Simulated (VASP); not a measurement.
Set up this calculation in VASP 6.6.1, as the native input.

```
Task                   : single point
Functional             : PBE
Potentials or basis    : VASP PAW PBE potentials, release 64 (Hf_pv, Pd, Se, Br, O)
Cutoff                 : 520 eV
k mesh                 : 3 × 3 × 3
Occupations            : fermi-dirac, width 0.05 eV
Spin                   : no spin polarisation
Dipole correction      : no
Further INCAR settings : ALGO = Normal; EDIFF = 1e-06; NBANDS = 53
```

The structure of Hf2Pd2Se2Br2O3 lies in POSCAR:

```
Hf2Pd2Se2Br2O3
1.0
    5.7606900000      0.0049600000     -0.0028600000
   -0.5275000000      5.8466400000      0.0341300000
   -1.4843500000     -0.9264200000      6.6458600000
Hf Pd Se Br O
2 2 2 2 3
Direct
    0.7454000000      0.3960200000      0.3498900000
    0.2876300000      0.4532200000      0.5940100000
    0.9085400000      0.1329400000      0.8484900000
    0.2524900000      0.9032300000      0.3587400000
    0.6346900000      0.4035500000      0.9371600000
    0.6259700000      0.7817400000      0.5302300000
    0.8527300000      0.9908900000      0.1535500000
    0.2252600000      0.8208400000      0.8622300000
    0.9604000000      0.2892500000      0.5902600000
    0.4323300000      0.2452400000      0.4086400000
    0.0745700000      0.5830800000      0.3668200000
```

One way to write it, as run:

INCAR

```
PREC = Accurate ; ENCUT = 520
EDIFF = 1E-6 ; ISMEAR = -1
SIGMA = 0.05 ; LREAL = False
LASPH = True ; NELM = 60
ALGO = Normal ; ISIF = 2
LWAVE = False ; LCHARG = False
GGA = PE ; NBANDS = 53
```

KPOINTS

```
Automatic mesh
0
Gamma
  3 3 3
```

Potentials or basis: VASP PAW PBE potentials, release 64 (Hf_pv, Pd, Se, Br, O).

Command:

```sh
$ cat potpaw_PBE.64/Hf_pv/POTCAR potpaw_PBE.64/Pd/POTCAR potpaw_PBE.64/Se/POTCAR potpaw_PBE.64/Br/POTCAR potpaw_PBE.64/O/POTCAR > POTCAR
$ mpirun -np 1 vasp_std > vasp.out
```

It gave:

```yaml
Pressure: -0.6 GPa
Largest_force: 0.182 eV/Å
Band_gap_on_the_k_mesh: 0.33 eV, indirect (least direct gap 0.48 eV)
```

Caveat: spin-orbit coupling is left out, which moves the levels of the heavy elements.

Run time: 6 min on 1 thread of Intel Xeon 8259CL (shared host), peak memory 0.46 GiB.
